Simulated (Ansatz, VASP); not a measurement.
**Two plane-wave programs on ZnSe**

The input INCAR:

```
PREC     = Accurate       # precision mode
ENCUT    = 520            # plane-wave cutoff, eV
EDIFF    = 1E-6           # SCF threshold, eV
ISMEAR   = 0              # smearing method
SIGMA    = 0.05           # smearing width, eV
LREAL    = False          # projectors in reciprocal space
LASPH    = True           # aspherical terms in the spheres
NELM     = 60             # most SCF steps
ALGO     = Normal         # electronic algorithm
ISIF     = 2              # what is computed and relaxed
LWAVE    = False          # write WAVECAR
LCHARG   = False          # write CHGCAR
GGA      = CA             # functional
NBANDS   = 16             # bands
```

File KPOINTS:

```
Automatic mesh
0
Gamma
  10 10 10
```

POSCAR

```
ZnSe
1.0
    0.0000000000      2.9365808200      2.7638407718
    2.7638407718      0.0000000000      2.7638407718
    2.7638407718      2.9365808200      0.0000000000
Zn Se
1 1
Direct
    0.0000000000      0.0000000000      0.0000000000
    0.7500000000      0.7500000000      0.7500000000
```

Input for Ansatz:

```yaml
crystal:
  lattice:
    - [0.0, 2.93658082, 2.7638407718]
    - [2.7638407718, 0.0, 2.7638407718]
    - [2.7638407718, 2.93658082, 0.0]
  atoms:
    - { symbol: Zn, position: [0.0, 0.0, 0.0] }
    - { symbol: Se, position: [0.75, 0.75, 0.75] }
basis:
  ecutwfc: 520.0
kpoints:
  mp_grid: { grid: [10, 10, 10] }
hamiltonian:
  xc: lda
  pseudopotentials: { kind: paw, azcp: { folder: soft_1 } }
scf:
  occupations: { method: gaussian, width: 0.05 }
output:
  forces: true
  stress: true
  eigenvalues: true
```

Alike in both runs: task single point; functional LDA; k mesh 10 × 10 × 10; occupations gaussian, width 0.05 eV; no spin polarisation.

|  | VASP | Ansatz |
| --- | --- | --- |
| version | VASP 6.6.1 | Ansatz 0.2.0 |
| potentials or method | VASP PAW LDA potentials, release 64 (Zn, Se), cutoff 520 eV | scalar-relativistic, plane waves, PAW |
| valence electrons in the cell | 18 | 28 |

```csv
,VASP,Ansatz,Ansatz less VASP
gap on the k mesh at the Fermi level (eV),1.03,0.99,-0.040
least direct gap on the mesh (eV),1.03,0.99,-0.040
pressure (GPa),-2.3,-2.6,-0.33
"traceless stress, the component that is largest in VASP (GPa)",-1.76,-1.77,-0.014
```

Ansatz warns that its potentials were made for another functional, while VASP's fit it. LDA's correlation is that of Perdew and Zunger in VASP and of Perdew and Wang (1992) in Ansatz. VASP's potentials hold 18 valence electrons a cell and Ansatz's 28, so a difference there can come from the potentials and not from the codes.
